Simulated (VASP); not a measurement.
# AlAs in VASP: single point with PBE+D3(BJ)

Aim: the single point of AlAs with PBE+D3(BJ).

All numbers are computed with VASP 6.6.1; they aren't measurements. Logs are shortened: lines on timing, memory, paths and dates and some standing lists are left out, and cuts for length are marked.

## Step 1: The cell of the first run

The cell holds a slab with vacuum, 16 atoms: a = 8.010 Å, b = 5.664 Å, c = 22.008 Å, α = 90.00°, β = 90.00°, γ = 90.00°.

## Step 2: Single point, PBE+D3(BJ)

INCAR

```
SYSTEM = AlAs
  PREC = Accurate
  ENCUT = 520
  EDIFF = 1E-6
  ISMEAR = 0
  SIGMA = 0.05
  LREAL = Auto
  LASPH = .TRUE.
  NELM = 100
  ALGO = Normal
  ISIF = 2
  LWAVE = .FALSE.
  LCHARG = .TRUE.
  LDIPOL = .TRUE.
  IDIPOL = 3
  DIPOL = 0.5 0.5 0.499
  GGA = PE
  IVDW = 12
  LELF = .TRUE.
  LVHAR = .TRUE.
  LVACPOTAV = .TRUE.
  NBANDS = 46
```

KPOINTS

```
regular mesh
0
G
  2 3 1
  0 0 0
```

POSCAR

```
AlAs
1.0
    8.0103882425      0.0000000000      0.0000000000
    0.0000000000      5.6641998462      0.0000000000
    0.0000000000      0.0000000000     22.0077911819
Al As
8 8
Direct
    0.2500000000      0.5000000000      0.3635076294
    0.7500000000      0.5000000000      0.3635076294
    0.5000000000      0.0000000000      0.4545025431
    0.0000000000      0.0000000000      0.4545025431
    0.7500000000      0.5036060789      0.5500664582
    0.2500000000      0.5036060789      0.5500664582
    0.0000000000     -0.0726728783      0.6156605817
    0.5000000000     -0.0726728783      0.6156605817
    0.5000000000      0.2500000000      0.3635076294
    0.0000000000      0.2500000000      0.3635076294
    0.7500000000      0.7500000000      0.4545025431
    0.2500000000      0.7500000000      0.4545025431
    0.0000000000      0.2548288183      0.5458577786
    0.5000000000      0.2548288183      0.5458577786
    0.2500000000      0.7186626746      0.6472462767
    0.7500000000      0.7186626746      0.6472462767
```

Potentials or basis: VASP PAW PBE potentials, release 64 (Al, As).

The run is started by

```bash
$ cat potpaw_PBE.64/Al/POTCAR potpaw_PBE.64/As/POTCAR > POTCAR
$ mpirun -np 1 vasp_std > vasp.out
```

OUTCAR:

```text
SYSTEM = AlAs
   PREC = Accurate
   ENCUT = 520
   EDIFF = 1E-6
   ISMEAR = 0
   LREAL = Auto
   LASPH = .TRUE.
   NELM = 100
   ISIF = 2
   GGA = PE
   IVDW = 12
 IVDW          = 12

 ion  position               nearest neighbor table
   1  0.250  0.500  0.364-  12 2.45  10 2.45   9 2.45
   2  0.750  0.500  0.364-  11 2.45  10 2.45   9 2.45
   3  0.500  0.000  0.455-   9 2.45  11 2.45  12 2.45  14 2.48
   4  0.000  0.000  0.455-  10 2.45  11 2.45  12 2.45  13 2.48
   5  0.750  0.504  0.550-  13 2.45  14 2.45  16 2.46  11 2.52
   6  0.250  0.504  0.550-  13 2.45  14 2.45  15 2.46  12 2.52
   7  0.000  0.927  0.616-  13 2.41  15 2.43  16 2.43
   8  0.500  0.927  0.616-  14 2.41  15 2.43  16 2.43
   9  0.500  0.250  0.364-   3 2.45   2 2.45   1 2.45
  10  0.000  0.250  0.364-   4 2.45   2 2.45   1 2.45
  11  0.750  0.750  0.455-   2 2.45   3 2.45   4 2.45   5 2.52
  12  0.250  0.750  0.455-   1 2.45   3 2.45   4 2.45   6 2.52
  13  0.000  0.255  0.546-   7 2.41   6 2.45   5 2.45   4 2.48
  14  0.500  0.255  0.546-   8 2.41   6 2.45   5 2.45   3 2.48
  15  0.250  0.719  0.647-   7 2.43   8 2.43   6 2.46
  16  0.750  0.719  0.647-   7 2.43   8 2.43   5 2.46

  LATTYP: Found a simple orthorhombic cell.
 ALAT       =     5.6641998462
 B/A-ratio  =     1.4142135624
 C/A-ratio  =     3.8854192612

  Lattice vectors:

 A1 = (   0.0000000000,  -5.6641998462,   0.0000000000)
 A2 = (   8.0103882425,   0.0000000000,   0.0000000000)
 A3 = (   0.0000000000,   0.0000000000,  22.0077911819)

Analysis of symmetry for initial positions (statically):
=====================================================================
 Subroutine PRICEL returns following result:

  LATTYP: Found a simple orthorhombic cell.
 ALAT       =     4.0051941212
 B/A-ratio  =     1.4142135624
 C/A-ratio  =     5.4948126147

  Lattice vectors:

 A1 = (   4.0051941212,   0.0000000000,   0.0000000000)
 A2 = (   0.0000000000,   5.6641998462,   0.0000000000)
 A3 = (   0.0000000000,   0.0000000000,  22.0077911819)

   2 primitive cells build up your supercell.

 Routine SETGRP: Setting up the symmetry group for a
 simple orthorhombic supercell.

 Subroutine GETGRP returns: Found  2 space group operations
 (whereof  2 operations were pure point group operations)
 out of a pool of  8 trial point group operations.

The static configuration has the point symmetry C_1h.

Analysis of symmetry for dynamics (positions and initial velocities):
=====================================================================
 Subroutine PRICEL returns following result:

  LATTYP: Found a simple orthorhombic cell.
 ALAT       =     4.0051941212
 B/A-ratio  =     1.4142135624
 C/A-ratio  =     5.4948126147

  Lattice vectors:

 A1 = (   4.0051941212,   0.0000000000,   0.0000000000)
 A2 = (   0.0000000000,   5.6641998462,   0.0000000000)
 A3 = (   0.0000000000,   0.0000000000,  22.0077911819)

   2 primitive cells build up your supercell.

 Routine SETGRP: Setting up the symmetry group for a
 simple orthorhombic supercell.

 Subroutine GETGRP returns: Found  2 space group operations
 (whereof  2 operations were pure point group operations)
 out of a pool of  8 trial point group operations.

The dynamic configuration has the point symmetry C_1h.

 Subroutine INISYM returns: Found  2 space group operations
 (whereof  2 operations are pure point group operations),
 and found     2 'primitive' translations

----------------------------------------------------------------------------------------

                                     Primitive cell

  volume of cell :     499.2736

  direct lattice vectors                    reciprocal lattice vectors
     4.005194121  0.000000000  0.000000000     0.249675788  0.000000000  0.000000000
     0.000000000  5.664199846  0.000000000     0.000000000  0.176547443  0.000000000
     0.000000000  0.000000000 22.007791182     0.000000000  0.000000000  0.045438454

  length of vectors
     4.005194121  5.664199846 22.007791182     0.249675788  0.176547443  0.045438454

  position of ions in fractional coordinates (direct lattice)
     0.500000000  0.500000000  0.363507629
     0.000000000  0.000000000  0.454502543
     0.500000000  0.503606079  0.550066458
     0.000000000  0.927327122  0.615660582
     0.000000000  0.250000000  0.363507629
     0.500000000  0.750000000  0.454502543
     0.000000000  0.254828818  0.545857779
     0.500000000  0.718662675  0.647246277

  ion indices of the primitive-cell ions
   primitive index   ion index
                 1           1
                 2           3
                 3           6
                 4           7
                 5           9
                 6          12
                 7          13
                 8          15

----------------------------------------------------------------------------------------

 KPOINTS: regular mesh

Automatic generation of k-mesh.
 Grid dimensions read from file:
 generate k-points for:    2    3    1

 Generating k-lattice:

  Cartesian coordinates                     Fractional coordinates (reciprocal lattice)
     0.062418947  0.000000000  0.000000000     0.500000000  0.000000000  0.000000000
     0.000000000  0.058849148  0.000000000     0.000000000  0.333333333  0.000000000
     0.000000000  0.000000000  0.045438454     0.000000000  0.000000000  1.000000000

  Length of vectors
     0.062418947  0.058849148  0.045438454

  Shift w.r.t. Gamma in fractional coordinates (k-lattice)
     0.000000000  0.000000000  0.000000000

 Subroutine IBZKPT returns following result:
 ===========================================

 Found      4 irreducible k-points:

 Following reciprocal coordinates:
            Coordinates               Weight
  0.000000  0.000000  0.000000      1.000000
  0.500000  0.000000  0.000000      1.000000
  0.000000  0.333333  0.000000      2.000000
  0.500000  0.333333  0.000000      2.000000
   k-points           NKPTS =      4   k-points in BZ     NKDIM =      4   number of bands    NBANDS=     46
   number of dos      NEDOS =    301   number of ions     NIONS =     16
   total plane-waves  NPLWV = 423360
   dimension x,y,z NGX =    60 NGY =   42 NGZ =  168
   dimension x,y,z NGXF=   120 NGYF=   84 NGZF=  336
   ions per type =               8   8
   NGX,Y,Z   is equivalent  to a cutoff of  12.45, 12.33, 12.69 a.u.
   NGXF,Y,Z  is equivalent  to a cutoff of  24.90, 24.65, 25.38 a.u.
 SYSTEM =  AlAs
   PREC   = accura    normal or accurate (medium, high low for compatibility)
   ISTART =      0    job   : 0-new  1-cont  2-samecut
   ICHARG =      2    charge: 1-file 2-atom 10-const
   ISPIN  =      1    spin polarized calculation?
   LNONCOLLINEAR =      F non collinear calculations
   LSORBIT =      F    spin-orbit coupling
   LASPH  =      T    aspherical Exc in radial PAW
   ENCUT  =  520.0 eV  38.22 Ry    6.18 a.u.  14.89 10.53 40.92*2*pi/ulx,y,z
   NELM   =    100;   NELMIN=  2; NELMDL= -5     # of ELM steps
   EDIFF  = 0.1E-05   stopping-criterion for ELM
   LREAL  =      T    real-space projection
   EDIFFG = 0.1E-04   stopping-criterion for IOM
   NSW    =      0    number of steps for IOM
   IBRION =     -1    ionic relax: 0-MD 1-quasi-New 2-CG
   NFREE  =      0    steps in history (QN), initial steepest desc. (CG)
   ISIF   =      2    stress and relaxation
   ISYM   =      2    0-nonsym 1-usesym 2-fastsym
   POTIM  = 0.5000    time-step for ionic-motion
   TEBEG  =    0.0;   TEEND  =   0.0 temperature during run
   PSTRESS=    0.0 pullay stress
   NELECT =      64.0000    total number of electrons
   NUPDOWN=      -1.0000    fix difference up-down
   EMIN   =  10.00;   EMAX   =-10.00  energy-range for DOS
   EFERMI =   0.00;   METHOD = LEGACY
   ISMEAR =     0;   SIGMA  =   0.05  broadening in eV -4-tet -1-fermi 0-gaus
   EFERMI_NEDOS =   21; number of points for ismear=-14 and -15
   IALGO  =     38    algorithm
   IMIX   =      4    mixing-type and parameters
     AMIX     =   0.40;   BMIX     =  1.00
     AMIX_MAG =   1.60;   BMIX_MAG =  1.00
  volume/ion in A,a.u.               =      62.41       421.16
  Fermi-wavevector in a.u.,A,eV,Ry     =   0.655157  1.238067  5.840036  0.429231
  Thomas-Fermi vector in A             =   1.725943
   LORBIT       =      0    0 simple, 1 ext, 2 COOP (PROOUT), +10 PAW based schemes
   GGA     = PE    functional components
   LHFCALC =     F    Hartree Fock is set to
   AEXX    =    0.0000 exact exchange contribution
   IVDW    =    12    specifies the selected vdW correction
   LEPSILON=     F    determine dielectric tensor
   LRPA    =     F    only Hartree local field effects (RPA)
 non-spin polarized calculation
 Gauss-broadening in eV      SIGMA  =   0.05
  energy-cutoff  :      520.00
  volume of cell :      998.55
 maximum number of plane-waves:     26929
 NGX is ok and might be reduce to    60
   NGX = 29   NGY = 21   NGZ = 81

 number of electron      64.0000005 magnetization

 dipolmoment           0.000000      0.000000      0.074290 electrons x Angstroem

 Free energy of the ion-electron system (eV)
  ---------------------------------------------------
  ext. energy  EPLUGINS =         0.00000000
  ---------------------------------------------------
  free energy    TOTEN  =       -69.44097986 eV

  energy without entropy =      -69.44097986  energy(sigma->0) =      -69.44097986

 E-fermi :  -1.4843     XC(G=0):  -3.9866

 val. band max:       -1.7476951284   @ k =   0.5000   0.3333   0.0000
 cond. band min:      -0.7267337963   @ k =   0.0000   0.0000   0.0000
 fundamental gap:      1.0209613321
 Fermi energy:        -1.4843284003

 k-point     1 :       0.0000    0.0000    0.0000
  band No.  band energies     occupation
      1     -13.3258      2.00000
      2     -12.4550      2.00000
      3     -12.1359      2.00000
      4     -12.0585      2.00000
      5     -11.6890      2.00000
      6     -11.4485      2.00000
[... 36 lines left out ...]
     43       1.4807      0.00000
     44       1.9757      0.00000

 k-point     2 :       0.5000    0.0000    0.0000
  band No.  band energies     occupation
      1     -12.9418      2.00000
      2     -12.9418      2.00000
      3     -12.1389      2.00000
      4     -12.1389      2.00000
      5     -11.5462      2.00000
      6     -11.5462      2.00000
[... 36 lines left out ...]
     43       2.1996      0.00000
     44       2.1996      0.00000

 k-point     3 :       0.0000    0.3333    0.0000
  band No.  band energies     occupation
      1     -13.0024      2.00000
      2     -12.3715      2.00000
      3     -12.0749      2.00000
      4     -12.0351      2.00000
      5     -12.0131      2.00000
      6     -11.7095      2.00000
[... 36 lines left out ...]
     43       1.9570      0.00000
     44       2.0278      0.00000

 k-point     4 :       0.5000    0.3333    0.0000
  band No.  band energies     occupation
      1     -12.6627      2.00000
      2     -12.6627      2.00000
      3     -12.1296      2.00000
      4     -12.1296      2.00000
      5     -11.7677      2.00000
      6     -11.7677      2.00000
[... 36 lines left out ...]
     43       2.7898      0.00000
     44       2.7898      0.00000
 [bands above 44 left out]

------------------------ aborting loop because EDIFF is reached ----------------------------------------

 Edisp (eV)   -3.61034

 E8    (eV) :    -1.6368

  FORCE on cell =-STRESS in cart. coord.  units (eV):
  Direction    XX          YY          ZZ          XY          YZ          ZX
  --------------------------------------------------------------------------------------
  -------------------------------------------------------------------------------------
  Total      -1.98865    -3.85666    -0.05735     0.00000     2.90357     0.00000
  in kB      -3.19081    -6.18805    -0.09201     0.00000     4.65881     0.00000
  external pressure =       -3.16 kB  Pullay stress =        0.00 kB

 VOLUME and BASIS-vectors are now :
 -----------------------------------------------------------------------------
  energy-cutoff  :      520.00
  volume of cell :      998.55
      direct lattice vectors                 reciprocal lattice vectors
     8.010388242  0.000000000  0.000000000     0.124837894  0.000000000  0.000000000
     0.000000000  5.664199846  0.000000000     0.000000000  0.176547443  0.000000000
     0.000000000  0.000000000 22.007791182     0.000000000  0.000000000  0.045438454

 POSITION                                       TOTAL-FORCE (eV/Angst)
 -----------------------------------------------------------------------------------
      2.00260      2.83210      8.00000         0.000000     -1.054428      1.325816
      6.00779      2.83210      8.00000         0.000000     -1.054428      1.325816
      4.00519      0.00000     10.00260         0.000000      0.407055      0.108924
      0.00000      0.00000     10.00260         0.000000      0.407055      0.108924
      6.00779      2.85253     12.10575         0.000000      0.002716     -0.008578
      2.00260      2.85253     12.10575         0.000000      0.002716     -0.008578
[... 8 lines left out ...]
      2.00260      4.07065     14.24446        -0.000000      0.006348      0.020426
      6.00779      4.07065     14.24446        -0.000000      0.006348      0.020426
 -----------------------------------------------------------------------------------
    total drift:                                0.000000      0.008120     -0.001157

  FREE ENERGIE OF THE ION-ELECTRON SYSTEM (eV)
  ---------------------------------------------------
  free  energy   TOTEN  =       -73.0513172670 eV

  energy  without entropy=      -73.0513172670  energy(sigma->0) =      -73.05131727

 vacuum level on the upper side and lower side of the slab         3.404         3.108
```

It took 5.9 min on 1 thread of Intel Xeon Platinum 8375C at 2.90GHz (Ice Lake), shared host; peak memory 0.82 GiB.

Results:

| Item | Value |
| --- | --- |
| Free energy | -73.0513 eV |
| Largest force | 1.694 eV/Å |
| Band gap on the k mesh | 1.02 eV |
| Dispersion energy per atom | -0.226 eV |

Forces on the atoms (eV/Å):
```
Al   0.000 -1.054  1.326
Al   0.000 -1.054  1.326
Al   0.000  0.407  0.109
Al   0.000  0.407  0.109
Al   0.000  0.003 -0.009
Al   0.000  0.003 -0.009
Al   0.000 -0.005  0.007
Al   0.000 -0.005  0.007
As   0.000  0.325 -1.275
As   0.000  0.325 -1.275
As   0.000  0.322 -0.167
As   0.000  0.322 -0.167
As   0.000 -0.003 -0.011
As   0.000 -0.003 -0.011
As   0.000  0.006  0.020
As   0.000  0.006  0.020
```
